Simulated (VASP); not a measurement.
AlNi (rocksalt type): single point with PBE

Crystal: AlNi (rocksalt type).

```
CELL_PARAMETERS angstrom
0.00000 2.37142 2.37142
2.37142 0.00000 2.37142
2.37142 2.37142 0.00000
ATOMIC_POSITIONS crystal
Ni 0.00000 0.00000 0.00000
Al 0.50000 0.50000 0.50000
```

* Program: VASP 6.6.1
* Task: single point
* Functional: PBE
* Potentials or basis: VASP PAW PBE potentials, release 64 (Ni, Al)
* Cutoff: 520 eV
* k mesh: 14 × 14 × 14
* Occupations: fermi-dirac, width 0.05 eV
* Spin: no spin polarisation
* Dipole correction: no
* Further INCAR settings: ALGO = Normal; EDIFF = 1e-07; NBANDS = 14

* Pressure: 9.3 GPa

Levels at points of the mesh, in eV from the Fermi level:
```tsv
k point	band 3	band 4	band 5	band 6	band 7	band 8	band 9	band 10
(0.00, 0.00, 0.00)	-2.28	-2.28	-2.19	-2.19	7.12	7.12	7.12	10.78
(0.50, 0.00, 0.00)	-2.71	-2.71	-1.54	-1.54	-0.84	6.83	6.83	8.32
(0.50, 0.50, 0.00)	-3.15	-1.86	-1.37	-1.37	-0.25	1.75	1.75	6.06
```

Wall time 21 s on 1 thread of Intel(R) Xeon(R) 6975P-C (Granite Rapids), on a shared host, peak memory 0.17 GiB.

Spin polarisation is off, so any magnetic state and its effect on volume and gap are missing.
